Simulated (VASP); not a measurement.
# Ir (I4/mmm) in VASP: a series of runs

Runs on Ir. Level: r2SCAN. Tasks: single point.

Program: VASP 6.6.1. These are calculated values, not measurements. Logs are shortened: lines on timing, memory, paths and dates and some standing lists are left out, and cuts for length are marked.

### Step 1. The cell of the first run

It takes space group I4/mmm (No. 139, tetragonal). Conventional cell: a = 3.134 Å, b = 3.134 Å, c = 2.881 Å, α = 90.00°, β = 90.00°, γ = 90.00°. Within 3.5 Å of Ir (site symmetry 4/mmm) lie 14 Ir at 2.64 to 3.13 Å.

### Step 2. Single point, r2SCAN

Input file POSCAR:

```
Ir
1.0
    0.0000000000      2.2161317680      1.4404856492
    2.2161317680      0.0000000000      1.4404856492
    2.2161317680      2.2161317680      0.0000000000
Ir
1
Direct
    0.0000000000      0.0000000000      0.0000000000
```

Input file INCAR.step1:

```
SYSTEM = Ir
PREC = Accurate
ENCUT = 520
ISMEAR = 0
SIGMA = 0.15
LREAL = .FALSE.
LASPH = .TRUE.
NELM = 100
NBANDS = 10
GGA = PE
ALGO = Normal
EDIFF = 1E-4
LWAVE = .TRUE.
LCHARG = .FALSE.
```

Input file INCAR.step2:

```
SYSTEM = Ir
PREC = Accurate
ENCUT = 520
EDIFF = 1E-7
ISMEAR = 0
SIGMA = 0.15
LREAL = .FALSE.
LASPH = .TRUE.
NELM = 100
ALGO = Normal
ISIF = 2
LWAVE = .FALSE.
LCHARG = .FALSE.
METAGGA = R2SCAN
LMIXTAU = .TRUE.
NBANDS = 10
ISTART = 1
```

Input file KPOINTS:

```
regular mesh
0
G
  24 24 24
  0 0 0
```

Potentials or basis: VASP PAW PBE potentials, release 64 (Ir).

Run with:

```sh
cat potpaw_PBE.64/Ir/POTCAR > POTCAR
cp INCAR.step1 INCAR
mpirun -np 1 vasp_std > vasp.out
cp INCAR.step2 INCAR
mpirun -np 1 vasp_std > vasp.out
```

OUTCAR:

```text
SYSTEM = Ir
   PREC = Accurate
   ENCUT = 520
   EDIFF = 1E-7
   ISMEAR = 0
   LREAL = .FALSE.
   LASPH = .TRUE.
   NELM = 100
   ISIF = 2
   METAGGA = R2SCAN
   ISTART = 1

 ion  position               nearest neighbor table
   1  0.000  0.000  0.000-

  LATTYP: Found a body centered tetragonal cell.
 ALAT       =     3.1340836023
 C/A-ratio  =     0.9192388155

  Lattice vectors:

 A1 = (   0.0000000000,  -2.2161317680,  -1.4404856492)
 A2 = (   0.0000000000,   2.2161317680,  -1.4404856492)
 A3 = (   2.2161317680,   0.0000000000,   1.4404856492)

Analysis of symmetry for initial positions (statically):
=====================================================================
 Subroutine PRICEL returns:
 Original cell was already a primitive cell.

 Routine SETGRP: Setting up the symmetry group for a
 body centered tetragonal supercell.

 Subroutine GETGRP returns: Found 16 space group operations
 (whereof 16 operations were pure point group operations)
 out of a pool of 16 trial point group operations.

The static configuration has the point symmetry D_4h.

Analysis of symmetry for dynamics (positions and initial velocities):
=====================================================================
 Subroutine PRICEL returns:
 Original cell was already a primitive cell.

 Routine SETGRP: Setting up the symmetry group for a
 body centered tetragonal supercell.

 Subroutine GETGRP returns: Found 16 space group operations
 (whereof 16 operations were pure point group operations)
 out of a pool of 16 trial point group operations.

The dynamic configuration has the point symmetry D_4h.

 Subroutine INISYM returns: Found 16 space group operations
 (whereof 16 operations are pure point group operations),
 and found     1 'primitive' translations

----------------------------------------------------------------------------------------

                                     Primitive cell

  volume of cell :      14.1491

  direct lattice vectors                    reciprocal lattice vectors
     0.000000000  2.216131768  1.440485649    -0.225618353  0.225618353  0.347105159
     2.216131768  0.000000000  1.440485649     0.225618353 -0.225618353  0.347105159
     2.216131768  2.216131768  0.000000000     0.225618353  0.225618353 -0.347105159

  length of vectors
     2.643149432  2.643149432  3.134083602     0.471475634  0.471475634  0.471475634

  position of ions in fractional coordinates (direct lattice)
     0.000000000  0.000000000  0.000000000

  ion indices of the primitive-cell ions
   primitive index   ion index
                 1           1

----------------------------------------------------------------------------------------

 KPOINTS: regular mesh

Automatic generation of k-mesh.
 Grid dimensions read from file:
 generate k-points for:   24   24   24

 Generating k-lattice:

  Cartesian coordinates                     Fractional coordinates (reciprocal lattice)
    -0.009400765  0.009400765  0.014462715     0.041666667  0.000000000  0.000000000
     0.009400765 -0.009400765  0.014462715     0.000000000  0.041666667  0.000000000
     0.009400765  0.009400765 -0.014462715     0.000000000  0.000000000  0.041666667

  Length of vectors
     0.019644818  0.019644818  0.019644818

  Shift w.r.t. Gamma in fractional coordinates (k-lattice)
     0.000000000  0.000000000  0.000000000

 Subroutine IBZKPT returns following result:
 ===========================================

 Found   1063 irreducible k-points:

 Following reciprocal coordinates:
            Coordinates               Weight
  0.000000  0.000000  0.000000      1.000000
  0.041667 -0.000000  0.000000      8.000000
  0.083333 -0.000000  0.000000      8.000000
  0.125000 -0.000000  0.000000      8.000000
  0.166667 -0.000000  0.000000      8.000000
  0.208333  0.000000  0.000000      8.000000
[... 16 lines left out ...]
  0.416667  0.041667  0.000000      8.000000
  0.458333  0.041667  0.000000      8.000000
 [... further k-points ...]
   k-points           NKPTS =   1063   k-points in BZ     NKDIM =   1063   number of bands    NBANDS=     10
   number of dos      NEDOS =    301   number of ions     NIONS =      1
   total plane-waves  NPLWV =   9600
   dimension x,y,z NGX =    20 NGY =   20 NGZ =   24
   dimension x,y,z NGXF=    40 NGYF=   40 NGZF=   48
   ions per type =               1
   NGX,Y,Z   is equivalent  to a cutoff of  12.58, 12.58, 12.73 a.u.
   NGXF,Y,Z  is equivalent  to a cutoff of  25.16, 25.16, 25.46 a.u.
 SYSTEM =  Ir
   PREC   = accura    normal or accurate (medium, high low for compatibility)
   ISTART =      1    job   : 0-new  1-cont  2-samecut
   ICHARG =      0    charge: 1-file 2-atom 10-const
   ISPIN  =      1    spin polarized calculation?
   LNONCOLLINEAR =      F non collinear calculations
   LSORBIT =      F    spin-orbit coupling
   LASPH  =      T    aspherical Exc in radial PAW
   ENCUT  =  520.0 eV  38.22 Ry    6.18 a.u.   4.91  4.91  5.83*2*pi/ulx,y,z
   NELM   =    100;   NELMIN=  2; NELMDL=  0     # of ELM steps
   EDIFF  = 0.1E-06   stopping-criterion for ELM
   LREAL  =      F    real-space projection
   EDIFFG = 0.1E-05   stopping-criterion for IOM
   NSW    =      0    number of steps for IOM
   IBRION =     -1    ionic relax: 0-MD 1-quasi-New 2-CG
   NFREE  =      0    steps in history (QN), initial steepest desc. (CG)
   ISIF   =      2    stress and relaxation
   ISYM   =      2    0-nonsym 1-usesym 2-fastsym
   POTIM  = 0.5000    time-step for ionic-motion
   TEBEG  =    0.0;   TEEND  =   0.0 temperature during run
   PSTRESS=    0.0 pullay stress
   NELECT =       9.0000    total number of electrons
   NUPDOWN=      -1.0000    fix difference up-down
   EMIN   =  10.00;   EMAX   =-10.00  energy-range for DOS
   EFERMI =   0.00;   METHOD = LEGACY
   ISMEAR =     0;   SIGMA  =   0.15  broadening in eV -4-tet -1-fermi 0-gaus
   EFERMI_NEDOS =   21; number of points for ismear=-14 and -15
   IALGO  =     38    algorithm
   IMIX   =      4    mixing-type and parameters
     AMIX     =   0.40;   BMIX     =  1.00
     AMIX_MAG =   1.60;   BMIX_MAG =  1.00
  volume/ion in A,a.u.               =      14.15        95.48
  Fermi-wavevector in a.u.,A,eV,Ry     =   1.407923  2.660589 26.970118  1.982248
  Thomas-Fermi vector in A             =   2.530133
   LORBIT       =      0    0 simple, 1 ext, 2 COOP (PROOUT), +10 PAW based schemes
   METAGGA = R2SCAN    functional components
   LHFCALC =     F    Hartree Fock is set to
   AEXX    =    0.0000 exact exchange contribution
   IVDW    =     0    specifies the selected vdW correction
   LEPSILON=     F    determine dielectric tensor
   LRPA    =     F    only Hartree local field effects (RPA)
 non-spin polarized calculation
 Gauss-broadening in eV      SIGMA  =   0.15
  energy-cutoff  :      520.00
  volume of cell :       14.15
 maximum number of plane-waves:       400
   NGX =  9   NGY =  9   NGZ = 11

 number of electron       9.0000000 magnetization

 Free energy of the ion-electron system (eV)
  ---------------------------------------------------
  ext. energy  EPLUGINS =         0.00000000
  ---------------------------------------------------
  free energy    TOTEN  =       -51.78906594 eV

  energy without entropy =      -51.77233112  energy(sigma->0) =      -51.78069853

 E-fermi :   9.8565     XC(G=0): -15.3000

 val. band max:        9.8548834466   @ k =  -0.2917   0.2917   0.1667
 cond. band min:       9.8577789011   @ k =  -0.2500   0.1250   0.0417
 fundamental gap:      0.0028954545
 Fermi energy:         9.8564920321

 k-point     1 :       0.0000    0.0000    0.0000
  band No.  band energies     occupation
      1      -1.3309      2.00000
      2       5.5316      2.00000
      3       6.4131      2.00000
      4       6.4131      2.00000
      5       8.4454      2.00000
      6       9.9388      0.43754
      7      27.2051      0.00000
      8      27.2051      0.00000
      9      29.3446      0.00000
     10      38.9824      0.00000

 k-point     2 :       0.0417   -0.0000    0.0000
  band No.  band energies     occupation
      1      -1.2418      2.00000
      2       5.5532      2.00000
      3       6.4020      2.00000
      4       6.4215      2.00000
      5       8.4513      2.00000
      6       9.8882      0.76469
      7      27.3222      0.00000
      8      27.3482      0.00000
      9      29.3732      0.00000
     10      38.0997      0.00000

 k-point     3 :       0.0833   -0.0000    0.0000
  band No.  band energies     occupation
      1      -0.9789      2.00000
      2       5.5692      2.00000
      3       6.3612      2.00000
      4       6.4995      2.00000
      5       8.4755      2.00000
      6       9.7566      1.65393
      7      27.6366      0.00000
      8      27.7700      0.00000
      9      29.4144      0.00000
     10      36.7357      0.00000

 k-point     4 :       0.1250   -0.0000    0.0000
  band No.  band energies     occupation
      1      -0.5574      2.00000
      2       5.4852      2.00000
      3       6.2765      2.00000
      4       6.7516      2.00000
      5       8.5357      2.00000
      6       9.5924      1.98723
      7      28.0260      0.00000
      8      28.4500      0.00000
      9      29.3406      0.00000
     10      35.6675      0.00000
[... 222 lines left out ...]
 k-point    22 :       0.3750    0.0417    0.0000
  band No.  band energies     occupation
      1       2.0790      2.00000
      2       4.1023      2.00000
      3       7.5234      2.00000
      4       9.2317      2.00000
      5      10.3960      0.00000
      6      10.9424      0.00000
      7      21.9697      0.00000
      8      24.7079      0.00000
      9      29.4580      0.00000
     10      35.9565      0.00000

 k-point    23 :       0.4167    0.0417    0.0000
  band No.  band energies     occupation
      1       2.0420      2.00000
      2       3.9585      2.00000
      3       8.1333      2.00000
      4       9.5341      1.99763
      5      10.6984      0.00000
      6      11.6658      0.00000
      7      20.4083      0.00000
      8      24.1374      0.00000
      9      28.2592      0.00000
     10      36.1119      0.00000

 k-point    24 :       0.4583    0.0417    0.0000
  band No.  band energies     occupation
      1       1.9955      2.00000
      2       3.8736      2.00000
      3       8.5319      2.00000
      4       9.6650      1.92900
      5      11.1010      0.00000
      6      12.1762      0.00000
      7      19.2858      0.00000
      8      23.7986      0.00000
      9      27.4537      0.00000
     10      36.2350      0.00000

 [... further k-points ...]
[... 5 lines left out ...]
  --------------------------------------------------------------------------------------
  -------------------------------------------------------------------------------------
  Total        2.5315123      2.5315123     -0.9930634      0.0000000     -0.0000000      0.0000000
  in kB      286.6556690    286.6556690   -112.4494788      0.0000000     -0.0000000      0.0000000
  external PRESSURE =     153.6206197 kB  Pullay stress =       0.0000000 kB

 VOLUME and BASIS-vectors are now :
 -----------------------------------------------------------------------------
  energy-cutoff  :      520.00
  volume of cell :       14.15
      direct lattice vectors                 reciprocal lattice vectors
     0.000000000  2.216131768  1.440485649    -0.225618353  0.225618353  0.347105159
     2.216131768  0.000000000  1.440485649     0.225618353 -0.225618353  0.347105159
     2.216131768  2.216131768  0.000000000     0.225618353  0.225618353 -0.347105159

 POSITION                                       TOTAL-FORCE (eV/Angst)
 -----------------------------------------------------------------------------------
      0.00000      0.00000      0.00000         0.000000     -0.000000      0.000000
 -----------------------------------------------------------------------------------
    total drift:                                0.000000     -0.000000      0.000000

  FREE ENERGIE OF THE ION-ELECTRON SYSTEM (eV)
  ---------------------------------------------------
  free  energy   TOTEN  =       -51.7890659431 eV

  energy  without entropy=      -51.7723311214  energy(sigma->0) =      -51.78069853
```

Run time: 7.9 min. Hardware: 1 thread of Intel Xeon 6975P-C, shared host; peak memory 0.28 GiB.

What came out:

| Quantity | Value |
| --- | --- |
| Free energy | -51.7891 eV |
| Pressure | 15.4 GPa |

Stress tensor (GPa, compression positive):
```
 28.67   0.00   0.00
  0.00  28.67   0.00
  0.00   0.00 -11.24
```

Levels at points of the mesh, in eV from the Fermi level:
```csv
k point,band 1,band 2,band 3,band 4,band 5,band 6,band 7,band 8,band 9
"(0.00, 0.00, 0.00)",-11.19,-4.32,-3.44,-3.44,-1.41,0.08,17.35,17.35,19.49
"(0.50, 0.00, 0.00)",-7.95,-6.09,-0.68,0.24,0.56,2.53,9.08,13.65,17.44
"(0.50, 0.50, 0.00)",-7.64,-7.53,1.59,1.59,2.10,7.64,7.64,10.55,15.89
"(0.50, 0.00, 0.50)",-8.08,-5.06,-1.63,-0.35,-0.34,2.29,8.27,14.54,19.77
```

Caveat: the PAW data sets were made with another functional, which shifts forces and pressure a little; spin-orbit coupling is left out, which moves the levels of the heavy elements.

### Step 3. Single point, r2SCAN

This run uses another cell than the first one, of the same volume but with other edges.

Input file POSCAR:

```
Ir
1.0
    0.0000000000      1.6770124182      2.5155186272
    1.6770124182      0.0000000000      2.5155186272
    1.6770124182      1.6770124182      0.0000000000
Ir
1
Direct
    0.0000000000      0.0000000000      0.0000000000
```

Input file INCAR.step1:

```
SYSTEM = Ir
  ALGO = Normal
  EDIFF = 1E-4
  ENCUT = 520
  GGA = PE
  ISMEAR = 0
  LASPH = .True.
  LCHARG = .False.
  LREAL = .False.
  LWAVE = .True.
  NBANDS = 10
  NELM = 80
  PREC = Accurate
  SIGMA = 0.15
```

Input file INCAR.step2:

```
SYSTEM = Ir
  ALGO = Normal
  EDIFF = 1E-6
  ENCUT = 520
  ISIF = 2
  ISMEAR = 0
  ISTART = 1
  LASPH = .True.
  LCHARG = .True.
  LELF = .True.
  LMIXTAU = .True.
  LREAL = .False.
  LVHAR = .True.
  LWAVE = .False.
  METAGGA = R2SCAN
  NBANDS = 10
  NELM = 80
  PREC = Accurate
  SIGMA = 0.15
```

Input file KPOINTS:

```
k-points
0
Gamma
  24 24 24
  0 0 0
```

Potentials or basis: VASP PAW PBE potentials, release 64 (Ir).

Run with:

```sh
cat potpaw_PBE.64/Ir/POTCAR > POTCAR
cp INCAR.step1 INCAR
mpirun -np 1 vasp_std > vasp.out
cp INCAR.step2 INCAR
mpirun -np 1 vasp_std > vasp.out
```

OUTCAR:

```text
SYSTEM = Ir
   EDIFF = 1E-6
   ENCUT = 520
   ISIF = 2
   ISMEAR = 0
   ISTART = 1
   LASPH = .True.
   LREAL = .False.
   METAGGA = R2SCAN
   NELM = 80
   PREC = Accurate

 ion  position               nearest neighbor table
   1  0.000  0.000  0.000-

  LATTYP: Found a body centered tetragonal cell.
 ALAT       =     2.3716537061
 C/A-ratio  =     2.1213203435

  Lattice vectors:

 A1 = (  -1.6770124182,   0.0000000000,   2.5155186272)
 A2 = (   1.6770124182,   0.0000000000,   2.5155186272)
 A3 = (   0.0000000000,   1.6770124182,  -2.5155186272)

Analysis of symmetry for initial positions (statically):
=====================================================================
 Subroutine PRICEL returns:
 Original cell was already a primitive cell.

 Routine SETGRP: Setting up the symmetry group for a
 body centered tetragonal supercell.

 Subroutine GETGRP returns: Found 16 space group operations
 (whereof 16 operations were pure point group operations)
 out of a pool of 16 trial point group operations.

The static configuration has the point symmetry D_4h.

Analysis of symmetry for dynamics (positions and initial velocities):
[... 157 lines left out ...]
 E-fermi :  10.1174     XC(G=0): -15.1645

 val. band max:       10.1156560098   @ k =  -0.4583   0.2917   0.0000
 cond. band min:      10.1185682570   @ k =  -0.2917   0.0833   0.2500
 fundamental gap:      0.0029122472
 Fermi energy:        10.1173609681

 k-point     1 :       0.0000    0.0000    0.0000
  band No.  band energies     occupation
      1      -1.2049      2.00000
      2       2.4840      2.00000
      3       4.6006      2.00000
      4       9.2335      2.00000
      5       9.2335      2.00000
      6      12.2933      0.00000
      7      24.1287      0.00000
      8      28.0793      0.00000
      9      35.3180      0.00000
     10      35.3180      0.00000
[... 287 lines left out ...]
 k-point    24 :       0.4583    0.0417    0.0000
  band No.  band energies     occupation
      1       2.1075      2.00000
      2       3.6358      2.00000
      3       8.4662      2.00000
      4       9.4467      2.00000
      5      10.3797      0.01339
      6      11.0560      0.00000
      7      19.9468      0.00000
      8      22.4307      0.00000
      9      32.9455      0.00000
     10      35.0468      0.00000

 [... further k-points ...]
[... 5 lines left out ...]
  --------------------------------------------------------------------------------------
  -------------------------------------------------------------------------------------
  Total        7.9997645      7.9997645     -2.1798899      0.0000000      0.0000000     -0.0000000
  in kB      905.8529280    905.8529280   -246.8397181      0.0000000      0.0000000     -0.0000000
  external PRESSURE =     521.6220460 kB  Pullay stress =       0.0000000 kB

 VOLUME and BASIS-vectors are now :
 -----------------------------------------------------------------------------
  energy-cutoff  :      520.00
  volume of cell :       14.15
      direct lattice vectors                 reciprocal lattice vectors
     0.000000000  1.677012418  2.515518627    -0.298149253  0.298149253  0.198766169
     1.677012418  0.000000000  2.515518627     0.298149253 -0.298149253  0.198766169
     1.677012418  1.677012418  0.000000000     0.298149253  0.298149253 -0.198766169

 POSITION                                       TOTAL-FORCE (eV/Angst)
 -----------------------------------------------------------------------------------
      0.00000      0.00000      0.00000         0.000000     -0.000000      0.000000
 -----------------------------------------------------------------------------------
    total drift:                               -0.000000     -0.000000      0.000000

  FREE ENERGIE OF THE ION-ELECTRON SYSTEM (eV)
  ---------------------------------------------------
  free  energy   TOTEN  =       -50.8088407449 eV

  energy  without entropy=      -50.7951580023  energy(sigma->0) =      -50.80199937
```

OSZICAR.step1:

```text
N       E                     dE             d eps       ncg     rms          rms(c)
DAV:   1     0.501888587302E+02    0.50189E+02   -0.43736E+03 21388   0.819E+02
DAV:   2    -0.675036235829E+01   -0.56939E+02   -0.54685E+02 21876   0.199E+02
DAV:   3    -0.765304746521E+01   -0.90269E+00   -0.89899E+00 24984   0.304E+01
DAV:   4    -0.766167444898E+01   -0.86270E-02   -0.86251E-02 24730   0.278E+00
DAV:   5    -0.766184784334E+01   -0.17339E-03   -0.17339E-03 24794   0.373E-01    0.185E+01
DAV:   6    -0.737099455086E+01    0.29085E+00   -0.43655E-01 23886   0.796E+00    0.913E+00
DAV:   7    -0.730021947065E+01    0.70775E-01   -0.18817E-01 24670   0.473E+00    0.171E+00
DAV:   8    -0.729619344110E+01    0.40260E-02   -0.12413E-02 23630   0.161E+00    0.848E-01
DAV:   9    -0.729529176858E+01    0.90167E-03   -0.65012E-04 23872   0.376E-01    0.356E-02
DAV:  10    -0.729529908015E+01   -0.73116E-05   -0.69004E-06 11602   0.238E-02
   1 F= -.72952991E+01 E0= -.72882074E+01  d E =-.141833E-01
```

Run time: 3.9 min. Hardware: 1 thread of Intel Xeon 6975P-C, shared host; peak memory 0.28 GiB.

Results:

```
Free energy : -50.8088 eV
Pressure    : 52.2 GPa
```

Stress tensor (GPa, compression positive):
```
 90.59   0.00   0.00
  0.00  90.59   0.00
  0.00   0.00 -24.68
```

Levels at points of the mesh, in eV from the Fermi level:
```csv
k point,band 2,band 3,band 4,band 5,band 6,band 7
"(0.00, 0.00, 0.00)",-7.63,-5.52,-0.88,-0.88,2.18,14.01
"(0.50, 0.00, 0.00)",-6.48,-1.86,0.04,0.47,0.98,9.88
"(0.50, 0.50, 0.00)",-8.34,-2.27,1.33,1.33,2.43,4.33
"(0.50, 0.00, 0.50)",-6.56,-2.12,-0.21,5.32,5.68,10.12
```

Caveat: the PAW data sets were made with another functional, which shifts forces and pressure a little; spin-orbit coupling is left out, which moves the levels of the heavy elements.
